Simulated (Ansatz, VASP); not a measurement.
**Two plane-wave programs on InP**

```
In P
1.0
     4.39311    0.00000    0.00000
    -2.19655    3.80454    0.00000
     0.00000    0.00000    5.97350
In P
2 2
Direct
  0.33333 0.66667 0.25000
  0.66667 0.33333 0.75000
  0.66667 0.33333 0.25000
  0.33333 0.66667 0.75000
```

Alike in both runs: task single point; functional PBE; k mesh 6 × 6 × 4; occupations methfessel-paxton of order 1, width 0.05 eV; no spin polarisation.

|  | VASP | Ansatz |
| --- | --- | --- |
| version | VASP 6.6.1 | Ansatz 0.2.0 |
| potentials or method | VASP PAW PBE potentials, release 64 (In_d, P) | plane waves |
| plane-wave cutoff (eV) | 520 | 420 |
| valence electrons in the cell | 36 | 36 |

Ansatz gave:

- pressure (GPa): 1.7
- traceless stress, the component that is largest in VASP (GPa): -0.78

Question: What did VASP give for the same quantities?

Answer: Pressure (GPa): 1.6; traceless stress, the component that is largest in VASP (GPa): -0.75.

With one functional, cell and mesh, what is left measures potentials, basis and numerics.
